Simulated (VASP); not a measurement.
A run of VASP 6.6.1:

Contents of INCAR:

```
SYSTEM = SiC
PREC = Accurate
ENCUT = 520
EDIFF = 1E-6
ISMEAR = -1
SIGMA = 0.05
LREAL = .False.
LASPH = .True.
NELM = 100
ALGO = Normal
ISIF = 2
LWAVE = .False.
LCHARG = .True.
GGA = CA
LELF = .True.
LVHAR = .True.
NBANDS = 26
```

KPOINTS

```
Automatic mesh
0
Gamma
  10 10 3
  0 0 0
```

Contents of POSCAR:

```
SiC
1.0
    3.0960635787      0.0000000000      0.0000000000
   -1.5480317893      2.6812697109      0.0000000000
    0.0000000000      0.0000000000     10.1373414467
Si C
4 4
Direct
    0.0000000000      0.0000000000      0.1878943800
    0.0000000000      0.0000000000      0.6878943800
    0.3333333333      0.6666666667      0.4378419800
    0.6666666667      0.3333333333      0.9378419800
    0.0000000000      0.0000000000      0.0004600500
    0.0000000000      0.0000000000      0.5004600500
    0.3333333333      0.6666666667      0.2498025900
    0.6666666667      0.3333333333      0.7498025900
```

Potentials or basis: VASP PAW LDA potentials, release 64 (Si, C).

Launch:

```bash
$ cat potpaw_LDA.64/Si/POTCAR potpaw_LDA.64/C/POTCAR > POTCAR
$ mpirun -np 1 vasp_std > vasp.out
```

Hardware: 1 thread of Intel Xeon 8259CL (shared host).

Task: How long does it take, and how much memory?

Result: Wall time 77 s on 1 thread of Intel Xeon 8259CL (shared host), peak memory 0.19 GiB. Counts: scf iterations 13, k points 28.
